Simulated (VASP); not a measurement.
A run of VASP 6.6.1 is set up as follows.

INCAR

```
PREC     = Accurate       # precision mode
ENCUT    = 600            # plane-wave cutoff, eV
EDIFF    = 1E-6           # SCF threshold, eV
ISMEAR   = -1             # smearing method
SIGMA    = 0.02           # smearing width, eV
LREAL    = F              # projectors in reciprocal space
LASPH    = T              # aspherical terms in the spheres
NELM     = 120            # most SCF steps
ALGO     = Normal         # electronic algorithm
ISIF     = 2              # what is computed and relaxed
LWAVE    = F              # write WAVECAR
LCHARG   = T              # write CHGCAR
GGA      = PE             # functional
LELF     = T              # ELF
LVHAR    = T            
NBANDS   = 51             # bands
GGA_COMPAT= F
```

Contents of KPOINTS:

```
regular mesh
0
Gamma
  8 8 8
```

POSCAR

```
SrTiO3
1.0
   -2.8095431322      2.8095431322      3.9744507818
    2.8095431322     -2.8095431322      3.9744507818
    2.8095431322      2.8095431322     -3.9744507818
Sr Ti O
2 2 6
Direct
    0.7500000000      0.2500000000      0.5000000000
    0.2500000000      0.7500000000      0.5000000000
    0.0000000000      0.0000000000      0.0000000000
    0.5000000000      0.5000000000      0.0000000000
    0.2500000000      0.2500000000      0.0000000000
    0.7500000000      0.7500000000      0.0000000000
    0.7283236544      0.2283236544      0.9566473088
    0.2283236544      0.2716763456      0.5000000000
    0.2716763456      0.7716763456      0.0433526912
    0.7716763456      0.7283236544      0.5000000000
```

Potentials or basis: VASP PAW PBE potentials, release 64 (Sr_sv, Ti_sv, O).

Launch:

```sh
$ cat potpaw_PBE.64/Sr_sv/POTCAR potpaw_PBE.64/Ti_sv/POTCAR potpaw_PBE.64/O/POTCAR > POTCAR
$ mpirun -np 1 vasp_std > vasp.out
```

Estimate the pressure.

-4.4 GPa.

Predict the largest force.

0.025 eV/Å.

Forces in eV/Å, atoms in the order of the input:
```
Sr   0.000  0.000  0.000
Sr   0.000  0.000  0.000
Ti   0.000  0.000  0.000
Ti   0.000  0.000  0.000
O    0.000  0.000  0.000
O    0.000  0.000  0.000
O    0.018  0.018  0.000
O   -0.018  0.018  0.000
O   -0.018 -0.018  0.000
O    0.018 -0.018  0.000
```

Caveat: the cell stands under tension.
